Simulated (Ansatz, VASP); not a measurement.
**PbO in VASP and in Ansatz**

Contents of INCAR:

```
SYSTEM = PbO
  PREC = Accurate
  ENCUT = 600
  EDIFF = 1E-6
  ISMEAR = 0
  SIGMA = 0.02
  LREAL = .False.
  LASPH = .True.
  NELM = 60
  ALGO = Normal
  ISIF = 3
  LWAVE = .False.
  LCHARG = .False.
  GGA = PE
  IBRION = 2
  NSW = 100
  EDIFFG = -0.01
```

File KPOINTS:

```
Automatic mesh
0
Gamma
  8 8 6
  0 0 0
```

POSCAR

```
PbO
1.0
    4.0604585745      0.0000000000      0.0000000000
    0.0000000000      4.0604585745      0.0000000000
    0.0000000000      0.0000000000      5.4874670141
Pb O
2 2
Direct
    0.0000000000      0.5000000000      0.2162408902
    0.5000000000      0.0000000000      0.7837591098
    0.0000000000      0.0000000000      0.0000000000
    0.5000000000      0.5000000000      0.0000000000
```

Input for Ansatz:

```yaml
crystal:
  lattice:
    - [4.0604585745, 0.0, 0.0]
    - [0.0, 4.0604585745, 0.0]
    - [0.0, 0.0, 5.4874670141]
  atoms:
    - { symbol: Pb, position: [0.0, 0.5, 0.2162408902] }
    - { symbol: Pb, position: [0.5, 0.0, 0.7837591098] }
    - { symbol: O, position: [0.0, 0.0, 0.0] }
    - { symbol: O, position: [0.5, 0.5, 0.0] }
basis:
  ecutwfc: 420
kpoints:
  mp_grid: { grid: [8, 8, 6] }
hamiltonian:
  xc: pbe
scf:
  occupations: { method: gaussian, width: 0.02 }
output:
  forces: true
  stress: true
  eigenvalues: true
relax:
  adjacent_minimum: "off"
  f_tol: 0.01
  max_steps: 80
  cell: { stress_tol: 0.05 }
```

Alike in both runs: task relaxation of cell and atoms; functional PBE; k mesh 8 × 8 × 6; occupations gaussian, width 0.02 eV; no spin polarisation.

|  | VASP | Ansatz |
| --- | --- | --- |
| version | VASP 6.6.1 | Ansatz 0.2.0 |
| potentials or method | VASP PAW PBE potentials, release 64 (Pb_d, O), cutoff 600 eV | scalar-relativistic, plane waves, PAW |
| valence electrons in the cell | 40 | 40 |

VASP gave:

* gap on the k mesh at the Fermi level, each at its own relaxed structure (eV): 1.73
* relaxed volume (Å³/atom): 22.64
* relaxed cell length with the largest relative difference (Å): 5.495

Question: Estimate Ansatz's values.

Answer: gap on the k mesh at the Fermi level, each at its own relaxed structure (eV): 1.77; relaxed volume (Å³/atom): 22.87; relaxed cell length with the largest relative difference (Å): 5.557.

Neither program's run includes spin-orbit coupling.
